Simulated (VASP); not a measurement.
ZrTa2N4:

```xyz
7
Lattice="4.8877 0.0000 0.0000 0.0000 2.8471 0.0000 -1.3888 0.0000 6.4732" Properties=species:S:1:pos:R:3 pbc="T T T"
Zr    2.4990    1.4235    3.2920
Ta    0.1400    0.0000    0.0146
Ta    0.9326    1.4235    6.4620
N     1.6527    0.0000    1.2331
N     4.0825    1.4235    1.0661
N     1.8821    0.0000    5.4123
N    -0.5696    1.4235    5.2409
```

* Program: VASP 6.6.1
* Task: relaxation of cell and atoms
* Functional: PBE
* Potentials or basis: VASP PAW PBE potentials, release 64 (Zr_sv, Ta_pv, N)
* Cutoff: 600 eV
* k mesh: 3 × 4 × 2
* Occupations: gaussian, width 0.15 eV
* Spin: no spin polarisation

At the start: pressure 37.7 GPa; volume 12.87 Å³/atom.

Q: Where does the relaxation end?

A: Over 24 steps the energy falls by 1066.0 meV/atom and the volume is 12.56 Å³/atom (-2.4 %); space group Pm (No. 6, to 0.05 Å).

Step by step:
```csv
step,energy change (eV),largest force (eV/Å),pressure (GPa),volume (Å³)
1,0.0000,8.7228,37.69,90.08
2,2.0735,3.6490,-32.81,132.88
3,-3.6535,3.9186,-12.89,105.28
4,-3.7176,3.5996,-10.22,103.86
5,-3.7339,3.3004,-7.89,102.74
6,-5.9327,1.9127,-12.28,98.52
7,-5.9959,2.2468,-11.86,97.77
8,-6.4543,2.3935,19.64,84.27
9,-6.6209,2.2513,7.01,88.46
10,-7.0564,2.3934,3.28,87.12
11,-7.0933,1.8945,3.55,87.41
12,-7.2862,0.9499,-6.12,89.87
13,-7.2976,0.9244,-4.51,89.39
14,-7.3788,0.7022,3.28,86.78
15,-7.3823,0.6637,1.91,87.20
16,-7.4301,0.2783,0.91,87.62
17,-7.4333,0.2656,0.65,87.77
18,-7.4489,0.2931,-1.40,88.45
19,-7.4492,0.2252,-1.16,88.36
20,-7.4558,0.2335,0.65,87.72
21,-7.4558,0.2343,0.67,87.71
22,-7.4597,0.1463,0.05,87.87
23,-7.4598,0.1645,-0.05,87.89
24,-7.4618,0.0791,-0.22,87.93
```

Final structure:
```xyz
7
Lattice="5.3368 0.0000 -0.2174 0.0000 3.1042 0.0000 -1.7489 0.0000 5.3789" Properties=species:S:1:pos:R:3 pbc="T T T"
Zr    2.7496    1.5521    2.6197
Ta    0.0055    0.0000    0.2672
Ta    0.8630    1.5521    5.0253
N     1.9511    0.0000    1.0869
N     4.3684    1.5521    0.9793
N     1.8465    0.0000    3.9434
N    -1.0051    1.5521    4.2691
```

Caveat: the k points lie up to 0.59 Å⁻¹ apart in the final cell; the relaxation stopped at a loose force limit of 0.08 eV/Å, so its end isn't a converged minimum.
